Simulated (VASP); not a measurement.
# GaP (I-4m2) in VASP: a series of runs

The runs below take GaP through single point, with PBE.

Everything below comes from runs of VASP 6.6.1. Logs are shortened: lines on timing, memory, paths and dates and some standing lists are left out, and cuts for length are marked.

**1. The cell of the first run**

Symmetry: I-4m2, No. 119, tetragonal system. Conventional cell: a = 3.854 Å, b = 3.854 Å, c = 5.233 Å, α = 90.00°, β = 90.00°, γ = 90.00°. Within 3.1 Å of Ga (site symmetry -4m2) lie 4 P at 2.33 Å. P (site symmetry -4m2) has 4 Ga at 2.33 Å within 3.1 Å.

**2. Single point, PBE (uniaxial z strain -4.0%)**

File INCAR:

```
SYSTEM = GaP
PREC     = Accurate       ! precision mode
ENCUT    = 520            ! plane-wave cutoff, eV
EDIFF    = 1E-7           ! SCF threshold, eV
ISMEAR   = 0              ! smearing method
SIGMA    = 0.01           ! smearing width, eV
LREAL    = .FALSE.        ! projectors in reciprocal space
LASPH    = .TRUE.         ! aspherical terms in the spheres
NELM     = 100            ! most SCF steps
ALGO     = Normal         ! electronic algorithm
ISIF     = 2              ! what is computed and relaxed
LWAVE    = .FALSE.        ! write WAVECAR
LCHARG   = .FALSE.        ! write CHGCAR
GGA      = PE             ! functional
NBANDS   = 16             ! bands
```

File KPOINTS:

```
regular mesh
0
G
  4 4 4
  0 0 0
```

File POSCAR:

```
GaP
1.0
    0.0000000000      2.7253992874      2.6163833159
    2.7253992874      0.0000000000      2.6163833159
    2.7253992874      2.7253992874      0.0000000000
Ga P
1 1
Direct
    0.0000000000      0.0000000000      0.0000000000
    0.2500000000      0.2500000000      0.2500000000
```

Potentials or basis: VASP PAW PBE potentials, release 64 (Ga_d, P).

On the command line:

```
> cat potpaw_PBE.64/Ga_d/POTCAR potpaw_PBE.64/P/POTCAR > POTCAR
> mpirun -np 1 vasp_std > vasp.out
```

OUTCAR:

```text
SYSTEM = GaP
   PREC = Accurate
   ENCUT = 520
   EDIFF = 1E-7
   ISMEAR = 0
   LREAL = .FALSE.
   LASPH = .TRUE.
   NELM = 100
   ISIF = 2
   GGA = PE

 ion  position               nearest neighbor table
   1  0.000  0.000  0.000-   2 2.33   2 2.33   2 2.33   2 2.33
   2  0.250  0.250  0.250-   1 2.33   1 2.33   1 2.33   1 2.33

  LATTYP: Found a body centered tetragonal cell.
 ALAT       =     3.8542966351
 C/A-ratio  =     1.3576450199

  Lattice vectors:

 A1 = (   0.0000000000,  -2.7253992874,  -2.6163833159)
 A2 = (   0.0000000000,   2.7253992874,  -2.6163833159)
 A3 = (   2.7253992874,   0.0000000000,   2.6163833159)

Analysis of symmetry for initial positions (statically):
=====================================================================
 Subroutine PRICEL returns:
 Original cell was already a primitive cell.

 Routine SETGRP: Setting up the symmetry group for a
 body centered tetragonal supercell.

 Subroutine GETGRP returns: Found  8 space group operations
 (whereof  8 operations were pure point group operations)
 out of a pool of 16 trial point group operations.

The static configuration has the point symmetry D_2d.

Analysis of symmetry for dynamics (positions and initial velocities):
=====================================================================
 Subroutine PRICEL returns:
 Original cell was already a primitive cell.

 Routine SETGRP: Setting up the symmetry group for a
 body centered tetragonal supercell.

 Subroutine GETGRP returns: Found  8 space group operations
 (whereof  8 operations were pure point group operations)
 out of a pool of 16 trial point group operations.

The dynamic configuration has the point symmetry D_2d.

 Subroutine INISYM returns: Found  8 space group operations
 (whereof  8 operations are pure point group operations),
 and found     1 'primitive' translations

----------------------------------------------------------------------------------------

                                     Primitive cell

  volume of cell :      38.8680

  direct lattice vectors                    reciprocal lattice vectors
     0.000000000  2.725399287  2.616383316    -0.183459357  0.183459357  0.191103497
     2.725399287  0.000000000  2.616383316     0.183459357 -0.183459357  0.191103497
     2.725399287  2.725399287  0.000000000     0.183459357  0.183459357 -0.191103497

  length of vectors
     3.777997212  3.777997212  3.854296635     0.322234724  0.322234724  0.322234724

[... 67 lines left out ...]
   NELM   =    100;   NELMIN=  2; NELMDL= -5     # of ELM steps
   EDIFF  = 0.1E-06   stopping-criterion for ELM
   LREAL  =      F    real-space projection
   EDIFFG = 0.1E-05   stopping-criterion for IOM
   NSW    =      0    number of steps for IOM
   IBRION =     -1    ionic relax: 0-MD 1-quasi-New 2-CG
   NFREE  =      0    steps in history (QN), initial steepest desc. (CG)
   ISIF   =      2    stress and relaxation
   ISYM   =      2    0-nonsym 1-usesym 2-fastsym
   POTIM  = 0.5000    time-step for ionic-motion
   TEBEG  =    0.0;   TEEND  =   0.0 temperature during run
   PSTRESS=    0.0 pullay stress
   NELECT =      18.0000    total number of electrons
   NUPDOWN=      -1.0000    fix difference up-down
   EMIN   =  10.00;   EMAX   =-10.00  energy-range for DOS
   EFERMI =   0.00;   METHOD = LEGACY
   ISMEAR =     0;   SIGMA  =   0.01  broadening in eV -4-tet -1-fermi 0-gaus
   EFERMI_NEDOS =   21; number of points for ismear=-14 and -15
   IALGO  =     38    algorithm
   IMIX   =      4    mixing-type and parameters
     AMIX     =   0.40;   BMIX     =  1.00
     AMIX_MAG =   1.60;   BMIX_MAG =  1.00
  volume/ion in A,a.u.               =      19.43       131.15
  Fermi-wavevector in a.u.,A,eV,Ry     =   1.266587  2.393503 21.827055  1.604243
  Thomas-Fermi vector in A             =   2.399780
   LORBIT       =      0    0 simple, 1 ext, 2 COOP (PROOUT), +10 PAW based schemes
   GGA     = PE    functional components
   LHFCALC =     F    Hartree Fock is set to
   AEXX    =    0.0000 exact exchange contribution
   IVDW    =     0    specifies the selected vdW correction
   LEPSILON=     F    determine dielectric tensor
   LRPA    =     F    only Hartree local field effects (RPA)
 non-spin polarized calculation
 Gauss-broadening in eV      SIGMA  =   0.01
  energy-cutoff  :      520.00
  volume of cell :       38.87
 maximum number of plane-waves:      1063
   NGX = 13   NGY = 13   NGZ = 15

 number of electron      17.9999996 magnetization

 Free energy of the ion-electron system (eV)
  ---------------------------------------------------
  ext. energy  EPLUGINS =         0.00000000
  ---------------------------------------------------
  free energy    TOTEN  =        -8.91815196 eV

  energy without entropy =       -8.91815196  energy(sigma->0) =       -8.91815196

 E-fermi :   5.3721     XC(G=0):  -9.9993

 val. band max:        5.2714732562   @ k =   0.0000   0.0000   0.0000
 cond. band min:       6.4746880508   @ k =   0.5000   0.5000   0.0000
 fundamental gap:      1.2032147946
 Fermi energy:         5.3720659262

 k-point     1 :       0.0000    0.0000    0.0000
  band No.  band energies     occupation
      1      -9.5531      2.00000
      2      -9.5531      2.00000
      3      -9.5404      2.00000
      4      -9.4415      2.00000
      5      -9.4353      2.00000
      6      -7.6868      2.00000
[... 224 lines left out ...]
      3      -9.4820      2.00000
      4      -9.4489      2.00000
      5      -9.4344      2.00000
      6      -4.4560      2.00000
[... 8 lines left out ...]
     15      16.7523      0.00000
     16      18.6548      0.00000

------------------------ aborting loop because EDIFF is reached ----------------------------------------

  FORCE on cell =-STRESS in cart. coord.  units (eV):
  Direction    XX          YY          ZZ          XY          YZ          ZX
  --------------------------------------------------------------------------------------
  -------------------------------------------------------------------------------------
  Total        1.4301811      1.4301811      2.0971212      0.0000000      0.0000000      0.0000000
  in kB       58.9535519     58.9535519     86.4455161      0.0000000      0.0000000      0.0000000
  external PRESSURE =      68.1175399 kB  Pullay stress =       0.0000000 kB

 VOLUME and BASIS-vectors are now :
 -----------------------------------------------------------------------------
  energy-cutoff  :      520.00
  volume of cell :       38.87
      direct lattice vectors                 reciprocal lattice vectors
     0.000000000  2.725399287  2.616383316    -0.183459357  0.183459357  0.191103497
     2.725399287  0.000000000  2.616383316     0.183459357 -0.183459357  0.191103497
     2.725399287  2.725399287  0.000000000     0.183459357  0.183459357 -0.191103497

 POSITION                                       TOTAL-FORCE (eV/Angst)
 -----------------------------------------------------------------------------------
      0.00000      0.00000      0.00000         0.000000      0.000000      0.000000
      1.36270      1.36270      1.30819        -0.000000     -0.000000     -0.000000
 -----------------------------------------------------------------------------------
    total drift:                               -0.000002     -0.000002      0.000001

  FREE ENERGIE OF THE ION-ELECTRON SYSTEM (eV)
  ---------------------------------------------------
  free  energy   TOTEN  =        -8.9181519580 eV

  energy  without entropy=       -8.9181519580  energy(sigma->0) =       -8.91815196
```

Run time: 12 s. Hardware: 1 thread of Intel Xeon Platinum 8488C (Sapphire Rapids), shared host; peak memory 0.15 GiB.

What came out:

```
Free energy            : -8.9182 eV
Pressure               : 6.8 GPa
Band gap on the k mesh : 1.20 eV, indirect (least direct gap 2.00 eV)
```

Stress tensor (GPa, compression positive):
```
5.90 0.00 0.00
0.00 5.90 0.00
0.00 0.00 8.64
```

Levels at points of the mesh, in eV from the valence-band top:
| k point | band 6 | band 7 | band 8 | band 9 | band 10 | band 11 | band 12 | band 13 |
| --- | --- | --- | --- | --- | --- | --- | --- | --- |
| (0.00, 0.00, 0.00) | -12.96 | -0.22 | -0.22 | 0.00 | 2.00 | 3.65 | 3.74 | 3.74 |
| (0.50, 0.00, 0.00) | -10.75 | -7.04 | -1.50 | -1.16 | 1.59 | 4.37 | 4.74 | 8.21 |
| (0.50, 0.50, 0.00) | -9.66 | -6.93 | -3.18 | -3.18 | 1.20 | 1.35 | 10.71 | 10.71 |
| (0.50, 0.00, 0.50) | -9.85 | -7.21 | -2.90 | -2.87 | 1.50 | 1.75 | 10.60 | 10.66 |

Caveat: the k points lie up to 0.51 Å⁻¹ apart; the cell differs from its parent crystal (uniaxial z strain -4.0%). A k mesh can miss the band edges.

**3. Single point, PBE (uniaxial z strain -4.0%)**

File INCAR:

```
PREC = Accurate
ENCUT = 520
EDIFF = 1E-6
ISMEAR = -1
SIGMA = 0.02
LREAL = F
LASPH = T
NELM = 100
ALGO = Normal
ISIF = 2
LWAVE = F
LCHARG = F
GGA = PE
NBANDS = 16
```

File KPOINTS:

```
regular mesh
0
Gamma
  8 8 8
```

POSCAR is that of step 2.

Potentials or basis: VASP PAW PBE potentials, release 64 (Ga_d, P).

On the command line:

```
> cat potpaw_PBE.64/Ga_d/POTCAR potpaw_PBE.64/P/POTCAR > POTCAR
> mpirun -np 1 vasp_std > vasp.out
```

Run time: 40 s. Hardware: 1 thread of Intel Xeon Platinum 8488C (Sapphire Rapids), shared host; peak memory 0.18 GiB.

Results (log left out):

- Free energy: -9.0629 eV
- Pressure: 6.3 GPa
- Band gap on the k mesh: 1.18 eV, indirect (least direct gap 2.01 eV)

Stress tensor (GPa, compression positive):
```
5.33 0.00 0.00
0.00 5.33 0.00
0.00 0.00 8.09
```

Levels at points of the mesh, in eV from the valence-band top:
| k point | band 6 | band 7 | band 8 | band 9 | band 10 | band 11 | band 12 | band 13 |
| --- | --- | --- | --- | --- | --- | --- | --- | --- |
| (0.00, 0.00, 0.00) | -12.95 | -0.22 | -0.22 | 0.00 | 2.01 | 3.68 | 3.77 | 3.77 |
| (0.50, 0.00, 0.00) | -10.74 | -7.01 | -1.49 | -1.15 | 1.61 | 4.40 | 4.77 | 8.23 |
| (0.50, 0.50, 0.00) | -9.66 | -6.90 | -3.16 | -3.16 | 1.23 | 1.37 | 10.73 | 10.73 |
| (0.50, 0.00, 0.50) | -9.86 | -7.19 | -2.88 | -2.85 | 1.52 | 1.77 | 10.62 | 10.68 |

Caveat: the cell differs from its parent crystal (uniaxial z strain -4.0%).
